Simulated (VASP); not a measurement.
A run of VASP 6.6.1 is set up as follows.

INCAR

```
SYSTEM = La
PREC = Accurate
ENCUT = 520
EDIFF = 1E-7
ISMEAR = -1
SIGMA = 0.05
LREAL = .FALSE.
LASPH = .TRUE.
NELM = 60
ALGO = Normal
ISIF = 2
LWAVE = .FALSE.
LCHARG = .FALSE.
GGA = PS
NBANDS = 18
```

The input KPOINTS:

```
regular mesh
0
G
  8 8 5
  0 0 0
```

File POSCAR:

```
La
1.0
    3.8235480841      0.0000000000      0.0000000000
   -1.9117740420      3.3112897734      0.0000000000
    0.0000000000      0.0000000000      6.1890498321
La
2
Direct
    0.6666666667      0.3333333333      0.7500000000
    0.3333333333      0.6666666667      0.2500000000
```

Potentials or basis: VASP PAW PBE potentials, release 64 (La).

Command:

```bash
$ cat potpaw_PBE.64/La/POTCAR > POTCAR
$ mpirun -np 1 vasp_std > vasp.out
```

Predict the band gap on the k mesh.

zero (bands 11 and 12 overlap by 1.24 eV).

Predict the pressure.

-2.7 GPa.

Stress tensor (GPa, compression positive):
```
-2.60  0.00  0.00
 0.00 -2.60  0.00
 0.00  0.00 -3.00
```

Caveat: the PAW data sets were made with another functional, which shifts forces and pressure a little; spin-orbit coupling is left out, which moves the levels of the heavy elements.
